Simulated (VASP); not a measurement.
Write the native input for VASP 6.6.1 that does the following.

```
Task                   : single point
Functional             : PBE
Potentials or basis    : VASP PAW PBE potentials, release 64 (Sn_d)
Cutoff                 : 520 eV
k mesh                 : 7 × 7 × 7
Occupations            : gaussian, width 0.02 eV
Spin                   : no spin polarisation
Dipole correction      : no
Further INCAR settings : ALGO = Normal; EDIFF = 1e-06; NBANDS = 21
```

The structure of Sn lies in POSCAR:

```
Sn
1.0
    0.0000000000      3.2333428000      3.2333428000
    3.2333428000      0.0000000000      3.2333428000
    3.2333428000      3.2333428000      0.0000000000
Sn
2
Direct
    0.7500000000      0.7500000000      0.7500000000
    0.5000000000      0.5000000000      0.5000000000
```

These files were run (other wordings do the same):

INCAR

```
SYSTEM = Sn
ALGO = Normal
EDIFF = 1E-6
ENCUT = 520
GGA = PE
ISIF = 2
ISMEAR = 0
LASPH = .TRUE.
LCHARG = .FALSE.
LREAL = .FALSE.
LWAVE = .FALSE.
NBANDS = 21
NELM = 100
PREC = Accurate
SIGMA = 0.02
```

KPOINTS

```
k-points
0
G
  7 7 7
  0 0 0
```

Potentials or basis: VASP PAW PBE potentials, release 64 (Sn_d).

Run with:

```console
$ cat potpaw_PBE.64/Sn_d/POTCAR > POTCAR
$ mpirun -np 1 vasp_std > vasp.out
```

It gave:

```yaml
Pressure: 3.8 GPa
Band_gap_on_the_k_mesh: zero (band 14 reaches 5.84 eV, above the bottom of band 15 at 5.80 eV)
```

Caveat: spin-orbit coupling is left out, which moves the levels of the heavy elements.

It took 21 s on 1 thread of Intel(R) Xeon(R) Platinum 8488C (Sapphire Rapids), on a shared host, peak memory 0.2 GiB.
